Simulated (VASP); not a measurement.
# CuF (P6_3/mmc) in VASP: notebook

The runs below take CuF through single point, with PBE.

All numbers are computed with VASP 6.6.1; they aren't measurements. Logs are shortened: lines on timing, memory, paths and dates and some standing lists are left out, and cuts for length are marked.

## 1. The cell of the first run

Symmetry: P6_3/mmc, No. 194, hexagonal system. Conventional cell: a = 2.763 Å, b = 2.763 Å, c = 6.402 Å, α = 90.00°, β = 90.00°, γ = 120.00°. Cu (site symmetry -3m) has 6 F at 2.26 Å and 6 Cu at 2.76 Å within 3.0 Å. F (site symmetry -6m2) has 6 Cu at 2.26 Å and 6 F at 2.76 Å within 3.0 Å.

## 2. Single point, PBE

Input file INCAR:

```
SYSTEM = CuF
PREC     = Accurate       ! precision mode
ENCUT    = 520            ! plane-wave cutoff, eV
EDIFF    = 1E-7           ! SCF threshold, eV
ISMEAR   = -1             ! smearing method
SIGMA    = 0.001          ! smearing width, eV
LREAL    = .FALSE.        ! projectors in reciprocal space
LASPH    = .TRUE.         ! aspherical terms in the spheres
NELM     = 80             ! most SCF steps
ALGO     = Normal         ! electronic algorithm
ISIF     = 2              ! what is computed and relaxed
LWAVE    = .FALSE.        ! write WAVECAR
LCHARG   = .FALSE.        ! write CHGCAR
GGA      = PE             ! functional
NBANDS   = 26             ! bands
```

Input file KPOINTS:

```
regular mesh
0
G
  9 9 4
  0 0 0
```

Input file POSCAR:

```
CuF
1.0
    2.7625361970      0.0000000000      0.0000000000
   -1.3812680985      2.3924265254      0.0000000000
    0.0000000000      0.0000000000      6.4019833364
Cu F
2 2
Direct
    0.0000000000      0.0000000000      0.0000000000
    0.0000000000      0.0000000000      0.5000000000
    0.3333333333      0.6666666667      0.2500000000
    0.6666666667      0.3333333333      0.7500000000
```

Potentials or basis: VASP PAW PBE potentials, release 64 (Cu, F).

On the command line:

```console
$ cat potpaw_PBE.64/Cu/POTCAR potpaw_PBE.64/F/POTCAR > POTCAR
$ mpirun -np 1 vasp_std > vasp.out
```

OUTCAR:

```text
SYSTEM = CuF
   PREC = Accurate
   ENCUT = 520
   EDIFF = 1E-7
   ISMEAR = -1
   LREAL = .FALSE.
   LASPH = .TRUE.
   NELM = 80
   ISIF = 2
   GGA = PE

 ion  position               nearest neighbor table
   1  0.000  0.000  0.000-   3 2.26   4 2.26   3 2.26   4 2.26   4 2.26   3 2.26
   2  0.000  0.000  0.500-   3 2.26   4 2.26   3 2.26   4 2.26   4 2.26   3 2.26
   3  0.333  0.667  0.250-   1 2.26   2 2.26   1 2.26   2 2.26   1 2.26   2 2.26
   4  0.667  0.333  0.750-   1 2.26   2 2.26   1 2.26   2 2.26   1 2.26   2 2.26

  LATTYP: Found a hexagonal cell.
 ALAT       =     2.7625361970
 C/A-ratio  =     2.3174296660

  Lattice vectors:

 A1 = (   2.7625361970,   0.0000000000,   0.0000000000)
 A2 = (  -1.3812680985,   2.3924265254,   0.0000000000)
 A3 = (   0.0000000000,   0.0000000000,   6.4019833364)

Analysis of symmetry for initial positions (statically):
=====================================================================
 Subroutine PRICEL returns:
 Original cell was already a primitive cell.

 Routine SETGRP: Setting up the symmetry group for a
 hexagonal supercell.

 Subroutine GETGRP returns: Found 24 space group operations
 (whereof 12 operations were pure point group operations)
 out of a pool of 24 trial point group operations.

The static configuration has the point symmetry D_3d.
 The point group associated with its full space group is D_6h.

Analysis of symmetry for dynamics (positions and initial velocities):
=====================================================================
 Subroutine PRICEL returns:
 Original cell was already a primitive cell.

 Routine SETGRP: Setting up the symmetry group for a
 hexagonal supercell.

 Subroutine GETGRP returns: Found 24 space group operations
 (whereof 12 operations were pure point group operations)
 out of a pool of 24 trial point group operations.

The dynamic configuration has the point symmetry D_3d.
 The point group associated with its full space group is D_6h.

 Subroutine INISYM returns: Found 24 space group operations
 (whereof 12 operations are pure point group operations),
 and found     1 'primitive' translations

----------------------------------------------------------------------------------------

                                     Primitive cell

  volume of cell :      42.3118

  direct lattice vectors                    reciprocal lattice vectors
     2.762536197  0.000000000  0.000000000     0.361986207  0.208992834  0.000000000
    -1.381268099  2.392426525  0.000000000     0.000000000  0.417985668  0.000000000
     0.000000000  0.000000000  6.401983336     0.000000000  0.000000000  0.156201594

  length of vectors
     2.762536197  2.762536197  6.401983336     0.417985668  0.417985668  0.156201594

  position of ions in fractional coordinates (direct lattice)
     0.000000000  0.000000000  0.000000000
     0.000000000  0.000000000  0.500000000
     0.333333333  0.666666667  0.250000000
     0.666666667  0.333333333  0.750000000

  ion indices of the primitive-cell ions
   primitive index   ion index
                 1           1
                 2           2
                 3           3
                 4           4

----------------------------------------------------------------------------------------

 KPOINTS: regular mesh

Automatic generation of k-mesh.
 Grid dimensions read from file:
 generate k-points for:    9    9    4

 Generating k-lattice:

  Cartesian coordinates                     Fractional coordinates (reciprocal lattice)
     0.040220690  0.023221426  0.000000000     0.111111111  0.000000000  0.000000000
     0.000000000  0.046442852  0.000000000     0.000000000  0.111111111  0.000000000
     0.000000000  0.000000000  0.039050398     0.000000000  0.000000000  0.250000000

  Length of vectors
     0.046442852  0.046442852  0.039050398

  Shift w.r.t. Gamma in fractional coordinates (k-lattice)
     0.000000000  0.000000000  0.000000000

 Subroutine IBZKPT returns following result:
 ===========================================

 Found     36 irreducible k-points:

 Following reciprocal coordinates:
            Coordinates               Weight
  0.000000  0.000000  0.000000      1.000000
  0.111111  0.000000  0.000000      6.000000
  0.222222  0.000000  0.000000      6.000000
  0.333333  0.000000  0.000000      6.000000
  0.444444  0.000000  0.000000      6.000000
  0.111111  0.111111  0.000000      6.000000
[... 16 lines left out ...]
  0.333333  0.222222  0.250000     24.000000
  0.333333  0.333333  0.250000      4.000000
 [... further k-points ...]
   k-points           NKPTS =     36   k-points in BZ     NKDIM =     36   number of bands    NBANDS=     26
   number of dos      NEDOS =    301   number of ions     NIONS =      4
   total plane-waves  NPLWV =  27648
   dimension x,y,z NGX =    24 NGY =   24 NGZ =   48
   dimension x,y,z NGXF=    48 NGYF=   48 NGZF=   96
   ions per type =               2   2
   NGX,Y,Z   is equivalent  to a cutoff of  14.44, 14.44, 12.46 a.u.
   NGXF,Y,Z  is equivalent  to a cutoff of  28.89, 28.89, 24.93 a.u.
 SYSTEM =  CuF
   PREC   = accura    normal or accurate (medium, high low for compatibility)
   ISTART =      0    job   : 0-new  1-cont  2-samecut
   ICHARG =      2    charge: 1-file 2-atom 10-const
   ISPIN  =      1    spin polarized calculation?
   LNONCOLLINEAR =      F non collinear calculations
   LSORBIT =      F    spin-orbit coupling
   LASPH  =      T    aspherical Exc in radial PAW
   ENCUT  =  520.0 eV  38.22 Ry    6.18 a.u.   5.14  5.14 11.90*2*pi/ulx,y,z
   NELM   =     80;   NELMIN=  2; NELMDL= -5     # of ELM steps
   EDIFF  = 0.1E-06   stopping-criterion for ELM
   LREAL  =      F    real-space projection
   EDIFFG = 0.1E-05   stopping-criterion for IOM
   NSW    =      0    number of steps for IOM
   IBRION =     -1    ionic relax: 0-MD 1-quasi-New 2-CG
   NFREE  =      0    steps in history (QN), initial steepest desc. (CG)
   ISIF   =      2    stress and relaxation
   ISYM   =      2    0-nonsym 1-usesym 2-fastsym
   POTIM  = 0.5000    time-step for ionic-motion
   TEBEG  =    0.0;   TEEND  =   0.0 temperature during run
   PSTRESS=    0.0 pullay stress
   NELECT =      36.0000    total number of electrons
   NUPDOWN=      -1.0000    fix difference up-down
   EMIN   =  10.00;   EMAX   =-10.00  energy-range for DOS
   EFERMI =   0.00;   METHOD = LEGACY
   ISMEAR =    -1;   SIGMA  =   0.00  broadening in eV -4-tet -1-fermi 0-gaus
   EFERMI_NEDOS =   21; number of points for ismear=-14 and -15
   IALGO  =     38    algorithm
   IMIX   =      4    mixing-type and parameters
     AMIX     =   0.40;   BMIX     =  1.00
     AMIX_MAG =   1.60;   BMIX_MAG =  1.00
  volume/ion in A,a.u.               =      10.58        71.38
  Fermi-wavevector in a.u.,A,eV,Ry     =   1.551274  2.931484 32.741770  2.406452
  Thomas-Fermi vector in A             =   2.655817
   LORBIT       =      0    0 simple, 1 ext, 2 COOP (PROOUT), +10 PAW based schemes
   GGA     = PE    functional components
[... 5 lines left out ...]
 non-spin polarized calculation
  energy-cutoff  :      520.00
  volume of cell :       42.31
 maximum number of plane-waves:      1152
 NGX is ok and might be reduce to    24
   NGX = 11   NGY = 11   NGZ = 23

 number of electron      35.9999993 magnetization

 Free energy of the ion-electron system (eV)
  ---------------------------------------------------
  ext. energy  EPLUGINS =         0.00000000
  ---------------------------------------------------
  free energy    TOTEN  =       -14.24469978 eV

  energy without entropy =      -14.24465328  energy(sigma->0) =      -14.24467653

 E-fermi :   4.8112     XC(G=0): -11.6410

 val. band max:        4.8101214165   @ k =   0.4444   0.1111   0.0000
 cond. band min:       4.8114623248   @ k =   0.4444   0.0000   0.0000
 fundamental gap:      0.0013409084
 Fermi energy:         4.8111670912

 k-point     1 :       0.0000    0.0000    0.0000
  band No.  band energies     occupation
      1     -19.4515      2.00000
      2     -19.2785      2.00000
      3      -3.5334      2.00000
      4      -1.0574      2.00000
      5       0.3711      2.00000
      6       0.3711      2.00000
[... 18 lines left out ...]
     25      23.7620      0.00000
     26      25.7409      0.00000

 k-point     2 :       0.1111    0.0000    0.0000
  band No.  band energies     occupation
      1     -19.3822      2.00000
      2     -19.2244      2.00000
      3      -3.3302      2.00000
      4      -1.0861      2.00000
      5       0.0611      2.00000
      6       0.1379      2.00000
[... 18 lines left out ...]
     25      23.3739      0.00000
     26      23.6133      0.00000

 k-point     3 :       0.2222    0.0000    0.0000
  band No.  band energies     occupation
      1     -19.2019      2.00000
      2     -19.0847      2.00000
      3      -2.7846      2.00000
      4      -1.1566      2.00000
      5      -0.9680      2.00000
      6      -0.6578      2.00000
[... 18 lines left out ...]
     25      20.2273      0.00000
     26      21.5553      0.00000

 k-point     4 :       0.3333    0.0000    0.0000
  band No.  band energies     occupation
      1     -18.9863      2.00000
      2     -18.9211      2.00000
      3      -2.0994      2.00000
      4      -1.9277      2.00000
      5      -1.4109      2.00000
      6      -1.2322      2.00000
[... 18 lines left out ...]
     25      19.3762      0.00000
     26      20.6352      0.00000
[... 496 lines left out ...]
      1     -18.8844      2.00000
      2     -18.8535      2.00000
      3      -1.9320      2.00000
      4      -1.8591      2.00000
      5      -1.3539      2.00000
      6      -1.2491      2.00000
[... 18 lines left out ...]
     25      16.2116      0.00000
     26      18.9644      0.00000

 k-point    23 :       0.3333    0.2222    0.2500
  band No.  band energies     occupation
      1     -18.7741      2.00000
      2     -18.7659      2.00000
      3      -2.0321      2.00000
      4      -1.7304      2.00000
      5      -1.3458      2.00000
      6      -1.2860      2.00000
[... 18 lines left out ...]
     25      16.4586      0.00000
     26      18.9722      0.00000

 k-point    24 :       0.3333    0.3333    0.2500
  band No.  band energies     occupation
      1     -18.7356      2.00000
      2     -18.7356      2.00000
      3      -1.6376      2.00000
      4      -1.4321      2.00000
      5      -1.4321      2.00000
      6      -1.2688      2.00000
[... 18 lines left out ...]
     25      16.7506      0.00000
     26      19.1025      0.00000

 [... further k-points ...]

------------------------ aborting loop because EDIFF is reached ----------------------------------------

  FORCE on cell =-STRESS in cart. coord.  units (eV):
  Direction    XX          YY          ZZ          XY          YZ          ZX
  --------------------------------------------------------------------------------------
  -------------------------------------------------------------------------------------
  Total        1.3802307      1.3802307      2.1544241      0.0000000     -0.0000000      0.0000000
  in kB       52.2638187     52.2638187     81.5794284      0.0000000     -0.0000000      0.0000000
  external PRESSURE =      62.0356886 kB  Pullay stress =       0.0000000 kB

 VOLUME and BASIS-vectors are now :
 -----------------------------------------------------------------------------
  energy-cutoff  :      520.00
  volume of cell :       42.31
      direct lattice vectors                 reciprocal lattice vectors
     2.762536197  0.000000000  0.000000000     0.361986207  0.208992834  0.000000000
    -1.381268099  2.392426525  0.000000000     0.000000000  0.417985668  0.000000000
     0.000000000  0.000000000  6.401983336     0.000000000  0.000000000  0.156201594

 POSITION                                       TOTAL-FORCE (eV/Angst)
 -----------------------------------------------------------------------------------
      0.00000      0.00000      0.00000         0.000000      0.000000      0.000000
      0.00000      0.00000      3.20099         0.000000      0.000000      0.000000
     -0.00000      1.59495      1.60050         0.000000     -0.000000     -0.000000
      1.38127      0.79748      4.80149        -0.000000     -0.000000      0.000000
 -----------------------------------------------------------------------------------
    total drift:                               -0.000000      0.000000      0.000000

  FREE ENERGIE OF THE ION-ELECTRON SYSTEM (eV)
  ---------------------------------------------------
  free  energy   TOTEN  =       -14.2446997777 eV

  energy  without entropy=      -14.2446532782  energy(sigma->0) =      -14.24467653
```

Run time: 94 s. Hardware: 1 thread of AMD EPYC 7R13, shared host; peak memory 0.15 GiB.

What came out:

```yaml
Free_energy: -14.2447 eV
Pressure: 6.2 GPa
Band_gap_on_the_k_mesh: zero (band 18 reaches 4.83 eV, above the bottom of band 19 at 4.41 eV)
```

Levels at points of the mesh, in eV from the Fermi level:
```csv
k point,band 15,band 16,band 17,band 18,band 19,band 20,band 21,band 22
"(0.00, 0.00, 0.00)",-0.76,-0.64,-0.64,-0.35,-0.35,3.28,5.39,12.85
"(0.00, 0.00, 0.50)",-0.52,-0.52,-0.52,-0.52,0.62,0.62,8.65,8.65
```

Caveat: semilocal functionals often make such compounds metallic where correlation or magnetic order opens a gap, which also shifts bond lengths.

## 3. Single point, PBE

Input file INCAR:

```
ALGO = Normal ; EDIFF = 1E-6
ENCUT = 520 ; GGA = PE
ISIF = 2 ; ISMEAR = 1
LASPH = T ; LCHARG = F
LREAL = F ; LWAVE = F
NBANDS = 26 ; NELM = 60
PREC = Accurate ; SIGMA = 0.5
```

Input file KPOINTS:

```
k-points
0
Gamma
  9 9 4
```

POSCAR is that of step 2.

Potentials or basis: VASP PAW PBE potentials, release 64 (Cu, F).

On the command line:

```console
$ cat potpaw_PBE.64/Cu/POTCAR potpaw_PBE.64/F/POTCAR > POTCAR
$ mpirun -np 1 vasp_std > vasp.out
```

OUTCAR:

```text
EDIFF = 1E-6
   ENCUT = 520
   GGA = PE
   ISIF = 2
   ISMEAR = 1
   LASPH = T
   LREAL = F
   NELM = 60
   PREC = Accurate

 ion  position               nearest neighbor table
   1  0.000  0.000  0.000-   3 2.26   4 2.26   3 2.26   4 2.26   4 2.26   3 2.26
   2  0.000  0.000  0.500-   3 2.26   4 2.26   3 2.26   4 2.26   4 2.26   3 2.26
   3  0.333  0.667  0.250-   1 2.26   2 2.26   1 2.26   2 2.26   1 2.26   2 2.26
   4  0.667  0.333  0.750-   1 2.26   2 2.26   1 2.26   2 2.26   1 2.26   2 2.26

  LATTYP: Found a hexagonal cell.
 ALAT       =     2.7625361970
 C/A-ratio  =     2.3174296660

  Lattice vectors:

 A1 = (   2.7625361970,   0.0000000000,   0.0000000000)
 A2 = (  -1.3812680985,   2.3924265254,   0.0000000000)
 A3 = (   0.0000000000,   0.0000000000,   6.4019833364)

Analysis of symmetry for initial positions (statically):
=====================================================================
 Subroutine PRICEL returns:
 Original cell was already a primitive cell.

[... 173 lines left out ...]

  energy without entropy =      -14.36123685  energy(sigma->0) =      -14.23641876

 E-fermi :   4.8840     XC(G=0): -11.6445

 val. band max:        4.8138556789   @ k =   0.3333   0.3333   0.5000
 cond. band min:       4.9040565828   @ k =   0.1111   0.0000   0.2500
 fundamental gap:      0.0902009039
 Fermi energy:         4.8839726676

 k-point     1 :       0.0000    0.0000    0.0000
  band No.  band energies     occupation
      1     -19.4897      2.00000
      2     -19.3176      2.00000
      3      -3.5572      2.00000
      4      -1.0981      2.00000
      5       0.3381      2.00000
      6       0.3381      2.00000
[... 685 lines left out ...]
     25      16.7425      0.00000
     26      19.1012      0.00000

 [... further k-points ...]

------------------------ aborting loop because EDIFF is reached ----------------------------------------

  FORCE on cell =-STRESS in cart. coord.  units (eV):
  Direction    XX          YY          ZZ          XY          YZ          ZX
  --------------------------------------------------------------------------------------
  -------------------------------------------------------------------------------------
  Total        1.2506044      1.2506044      1.7395309      0.0000000      0.0000000      0.0000000
  in kB       47.3553906     47.3553906     65.8690813      0.0000000      0.0000000      0.0000000
  external PRESSURE =      53.5266208 kB  Pullay stress =       0.0000000 kB

 VOLUME and BASIS-vectors are now :
 -----------------------------------------------------------------------------
  energy-cutoff  :      520.00
  volume of cell :       42.31
      direct lattice vectors                 reciprocal lattice vectors
     2.762536197  0.000000000  0.000000000     0.361986207  0.208992834  0.000000000
    -1.381268099  2.392426525  0.000000000     0.000000000  0.417985668  0.000000000
     0.000000000  0.000000000  6.401983336     0.000000000  0.000000000  0.156201594

 POSITION                                       TOTAL-FORCE (eV/Angst)
 -----------------------------------------------------------------------------------
      0.00000      0.00000      0.00000         0.000000      0.000000      0.000000
      0.00000      0.00000      3.20099         0.000000      0.000000      0.000000
     -0.00000      1.59495      1.60050         0.000000     -0.000000     -0.000000
      1.38127      0.79748      4.80149        -0.000000      0.000000      0.000000
 -----------------------------------------------------------------------------------
    total drift:                               -0.000000      0.000000      0.000000

  FREE ENERGIE OF THE ION-ELECTRON SYSTEM (eV)
  ---------------------------------------------------
  free  energy   TOTEN  =       -14.1740097158 eV

  energy  without entropy=      -14.3612368525  energy(sigma->0) =      -14.23641876
```

OSZICAR:

```text
N       E                     dE             d eps       ncg     rms          rms(c)
DAV:   1     0.351924538308E+03    0.35192E+03   -0.17850E+04  1978   0.220E+03
DAV:   2     0.263521062986E+02   -0.32557E+03   -0.30475E+03  1900   0.424E+02
DAV:   3    -0.147761936067E+02   -0.41128E+02   -0.39701E+02  2186   0.169E+02
DAV:   4    -0.160496009895E+02   -0.12734E+01   -0.12654E+01  2484   0.320E+01
DAV:   5    -0.160639020943E+02   -0.14301E-01   -0.14297E-01  2328   0.302E+00    0.934E+00
DAV:   6    -0.151359795101E+02    0.92792E+00   -0.11631E+01  2586   0.674E+01    0.746E+00
DAV:   7    -0.141837066621E+02    0.95227E+00   -0.31120E+00  2512   0.482E+01    0.196E+00
DAV:   8    -0.141834541332E+02    0.25253E-03   -0.31105E-01  2566   0.458E+00    0.769E-01
DAV:   9    -0.141744464246E+02    0.90077E-02   -0.20307E-02  2492   0.216E+00    0.202E-01
DAV:  10    -0.141741273818E+02    0.31904E-03   -0.52401E-03  2738   0.124E+00    0.122E-01
DAV:  11    -0.141740135533E+02    0.11383E-03   -0.78373E-04  2634   0.637E-01    0.343E-02
DAV:  12    -0.141740098421E+02    0.37111E-05   -0.85419E-05  2822   0.151E-01    0.702E-03
DAV:  13    -0.141740097158E+02    0.12630E-06   -0.93645E-06  2624   0.306E-02
   1 F= -.14174010E+02 E0= -.14236419E+02  d E =0.187227E+00
```

Run time: 92 s. Hardware: 1 thread of AMD EPYC 7R13, shared host; peak memory 0.15 GiB.

Results:

```yaml
Free_energy: -14.1740 eV
Pressure: 5.4 GPa
Band_gap_on_the_k_mesh: zero (band 18 reaches 4.81 eV, above the bottom of band 19 at 4.40 eV)
```

Stress tensor (GPa, compression positive):
```
4.74 0.00 0.00
0.00 4.74 0.00
0.00 0.00 6.59
```

Levels at points of the mesh, in eV from the Fermi level:
| k point | band 16 | band 17 | band 18 | band 19 | band 20 | band 21 |
| --- | --- | --- | --- | --- | --- | --- |
| (0.00, 0.00, 0.00) | -0.71 | -0.71 | -0.43 | -0.43 | 3.19 | 5.31 |
| (0.00, 0.00, 0.50) | -0.60 | -0.60 | -0.60 | 0.54 | 0.54 | 8.57 |

Caveat: semilocal functionals often make such compounds metallic where correlation or magnetic order opens a gap, which also shifts bond lengths.
